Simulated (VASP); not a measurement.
Here is a VASP 6.6.1 calculation.

Contents of INCAR:

```
PREC     = Accurate       # precision mode
ENCUT    = 520            # plane-wave cutoff, eV
EDIFF    = 1E-6           # SCF threshold, eV
ISMEAR   = -1             # smearing method
SIGMA    = 0.1            # smearing width, eV
LREAL    = False          # projectors in reciprocal space
LASPH    = True           # aspherical terms in the spheres
NELM     = 80             # most SCF steps
ALGO     = Normal         # electronic algorithm
ISIF     = 2              # what is computed and relaxed
LWAVE    = False          # write WAVECAR
LCHARG   = False          # write CHGCAR
NBANDS   = 10             # bands
```

Contents of KPOINTS:

```
regular mesh
0
Gamma
  18 18 18
```

Contents of POSCAR:

```
Co
1.0
   -1.3311050095      1.3311050095      1.3311050095
    1.3311050095     -1.3311050095      1.3311050095
    1.3311050095      1.3311050095     -1.3311050095
Co
1
Direct
    0.0000000000      0.0000000000      0.0000000000
```

Potentials or basis: VASP PAW LDA potentials, release 64 (Co).

Launch:

```sh
$ cat potpaw_LDA.64/Co/POTCAR > POTCAR
$ mpirun -np 1 vasp_std > vasp.out
```

Estimate the pressure.

12.1 GPa.

What does it give for the band gap on the k mesh?

Zero (an odd number of electrons rules out a gap without spin polarisation).

Caveat: the cell stands under pressure; the run has no spin polarisation, though such a crystal can be magnetic. Spin polarisation is off, so any magnetic state and its effect on volume and gap are missing.
